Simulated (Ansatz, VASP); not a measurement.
**One calculation of SbTe2O, two programs**

```
Sb Te O
1.0
     5.60051    0.00000    0.00000
    -2.80026    4.85018    0.00000
     0.00000    0.00000    4.03737
Sb Te O
1 2 1
Direct
  0.00000 0.00000 0.00000
  0.33333 0.66667 0.00000
  0.66667 0.33333 0.00000
  0.00000 0.00000 0.50000
```

Alike in both runs: functional PBE; k mesh 6 × 6 × 4; occupations gaussian, width 0.1 eV; no spin polarisation.

Ansatz relaxed the structure, and its values are those at the end. VASP's run is a single point on that final structure, the one shown.

```csv
,VASP,Ansatz
version,VASP 6.6.1,Ansatz 0.2.0
potentials or method,"VASP PAW PBE potentials, release 64 (Sb, Te, O), cutoff 520 eV","scalar-relativistic, plane waves, PAW"
valence electrons in the cell,23,53
```

```csv
,VASP,Ansatz,Ansatz less VASP
gap on the k mesh at the Fermi level (eV),none,none,-
pressure (GPa),0.0,0.0,+0.06
```

A gap of «none» marks a metal or a gap that the smearing closes. With one functional, cell and mesh, what is left measures potentials, basis and numerics. VASP's potentials hold 23 valence electrons a cell and Ansatz's 53, so a difference there can come from the potentials and not from the codes.

The k mesh is coarse, so the values compare programs but aren't converged. Spin-orbit coupling is off throughout.
